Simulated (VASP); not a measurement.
# ZrAl2N3: single point with PBE

The system is ZrAl2N3.

```
CELL_PARAMETERS angstrom
-1.66977 1.66977 7.08424
1.66977 -1.66977 7.08424
1.66977 1.66977 -7.08424
ATOMIC_POSITIONS crystal
Zr 0.00000 0.00000 0.00000
Al 0.66667 0.66667 0.00000
Al 0.33333 0.33333 0.00000
N 0.08333 0.58333 0.50000
N 0.41667 0.91667 0.50000
N 0.75000 0.25000 0.50000
```

```yaml
Program: VASP 6.6.1
Task: single point
Functional: PBE
Potentials_or_basis: VASP PAW PBE potentials, release 64 (Zr_sv, Al, N)
Cutoff: 520 eV
k_mesh: 8 × 8 × 8
Occupations: gaussian, width 0.1 eV
Spin: no spin polarisation
```

```yaml
Pressure: -4.5 GPa
Largest_force: 2.646 eV/Å
```

Forces on the atoms (eV/Å):
```
Zr   0.000  0.000  0.000
Al   0.000  0.000  0.436
Al   0.000  0.000 -0.436
N    0.000  0.000  2.646
N    0.000  0.000 -2.646
N    0.000  0.000  0.000
```

Stress tensor (GPa, compression positive):
```
-3.70  0.00  0.00
 0.00 -3.70  0.00
 0.00  0.00 -6.03
```

Levels at points of the mesh, in eV from the Fermi level:
| k point | band 12 | band 13 | band 14 | band 15 | band 16 | band 17 | band 18 | band 19 | band 20 | band 21 |
| --- | --- | --- | --- | --- | --- | --- | --- | --- | --- | --- |
| (0.00, 0.00, 0.00) | -4.37 | -4.14 | -4.14 | -3.85 | -3.85 | -1.19 | 0.09 | 0.65 | 2.27 | 2.30 |
| (0.50, 0.00, 0.00) | -4.91 | -4.83 | -4.25 | -3.98 | -3.65 | 1.31 | 1.72 | 1.78 | 2.10 | 2.50 |
| (0.50, 0.50, 0.00) | -5.19 | -5.08 | -4.94 | -4.50 | -3.88 | -1.04 | -0.10 | 1.02 | 1.09 | 3.06 |
| (0.50, 0.50, 0.50) | -4.87 | -4.58 | -4.58 | -3.50 | -3.50 | -0.73 | 0.44 | 0.94 | 1.48 | 2.30 |

Run time: 5.3 min on 1 thread of Intel(R) Xeon(R) Platinum 8488C (Sapphire Rapids), with other jobs on the host, peak memory 0.48 GiB.

Caveat: forces of over 1 eV/Å act on the atoms, so gaps and moduli don't describe the material at rest.
